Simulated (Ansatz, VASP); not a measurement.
One calculation of GaN, two programs

```
Ga N
1.0
     3.24681    0.00000    0.00000
    -1.62341    2.81182    0.00000
     0.00000    0.00000    5.28730
Ga N
2 2
Cartesian
  0.0000 1.8745 -0.0051
  1.6234 0.9373 2.6385
  0.0000 1.8745 1.9879
  1.6234 0.9373 4.6315
```

Change from the starting cell: hydrostatic strain +2.0%.

Alike in both runs: task single point; functional PBE; k mesh 12 × 12 × 6; occupations fermi-dirac, width 0.02 eV; no spin polarisation.

|  | VASP | Ansatz |
| --- | --- | --- |
| version | VASP 6.6.1 | Ansatz 0.2.0 |
| potentials or method | VASP PAW PBE potentials, release 64 (Ga_d, N) | plane waves, PAW |
| plane-wave cutoff (eV) | 520 | 420 |
| valence electrons in the cell | 36 | 36 |

Ansatz gave:

| Item | Value |
| --- | --- |
| gap on the k mesh at the Fermi level (eV) | 1.54 |
| pressure (GPa) | -4.2 |
| traceless stress, the component that is largest in VASP (GPa) | 0.06 |

Question: What did VASP give for the same quantities?

Answer: gap on the k mesh at the Fermi level (eV): 1.54; pressure (GPa): -4.0; traceless stress, the component that is largest in VASP (GPa): 0.08.
